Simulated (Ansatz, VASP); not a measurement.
## La3Hf2O3: VASP beside Ansatz

```
La Hf O
1.0
     3.41987    1.97446    4.13212
    -3.41987    1.97446    4.13212
     0.00000   -3.94892    4.13212
La Hf O
3 2 3
Direct
  0.50000 0.50000 0.00000
  0.00000 0.50000 0.50000
  0.50000 0.00000 0.50000
  0.11436 0.11436 0.11436
  0.88564 0.88564 0.88564
  0.00000 0.00000 0.50000
  0.50000 0.00000 0.00000
  0.00000 0.50000 0.00000
```

Alike in both runs: functional PBE; k mesh 6 × 6 × 6; occupations gaussian, width 0.1 eV; no spin polarisation.

Ansatz relaxed the structure, and its values are those at the end. VASP's run is a single point on that final structure, the one shown.

|  | VASP | Ansatz |
| --- | --- | --- |
| version | VASP 6.6.1 | Ansatz 0.2.0 |
| potentials or method | VASP PAW PBE potentials, release 64 (La, Hf_pv, O), cutoff 520 eV | scalar-relativistic, plane waves, PAW |
| valence electrons in the cell | 71 | 103 |

|  | VASP | Ansatz | Ansatz less VASP |
| --- | --- | --- | --- |
| gap on the k mesh at the Fermi level (eV) | none | none | - |
| pressure (GPa) | -0.6 | 0.0 | +0.55 |
| rms of the force components (eV/Å) | 0.017 | 0.000 | -0.0175 |

A gap of «none» marks a metal or a gap that the smearing closes. With one functional, cell and mesh, what is left measures potentials, basis and numerics. VASP's potentials hold 71 valence electrons a cell and Ansatz's 103, so a difference there can come from the potentials and not from the codes.

Neither program's run includes spin-orbit coupling.
